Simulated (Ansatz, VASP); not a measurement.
**C: VASP beside Ansatz**

```
C
1.0
     0.00000    1.78340    1.78340
     1.78340    0.00000    1.78340
     1.78340    1.78340    0.00000
C
2
Direct
  0.50000 0.50000 0.50000
  0.69393 0.80607 0.80607
```

Alike in both runs: task electric field gradients; functional PBE; k mesh 16 × 16 × 16; occupations fermi-dirac, width 0.03 eV; no spin polarisation.

```csv
,VASP,Ansatz
version,VASP 6.6.1,Ansatz 0.2.0
potentials or method,"VASP PAW PBE potentials, release 64 (C)","PAW with Ansatz's default frozen-core files, scalar-relativistic"
plane-wave cutoff (eV),520,420
valence electrons in the cell,8,8
```

VASP gave:

```
pressure (GPa)                                                : 15.9
traceless stress, the component that is largest in VASP (GPa) : -8.72
rms of the force components (eV/Å)                            : 3.904
size of Vzz on the site where it differs most (V/Å²)          : 11.8
```

Question: Estimate Ansatz's values.

Answer: Pressure (GPa): 15.3; traceless stress, the component that is largest in VASP (GPa): -8.11; rms of the force components (eV/Å): 3.890; size of Vzz on the site where it differs most (V/Å²): 7.2.

Atom by atom the forces differ by 0.014 eV/Å (rms over components).
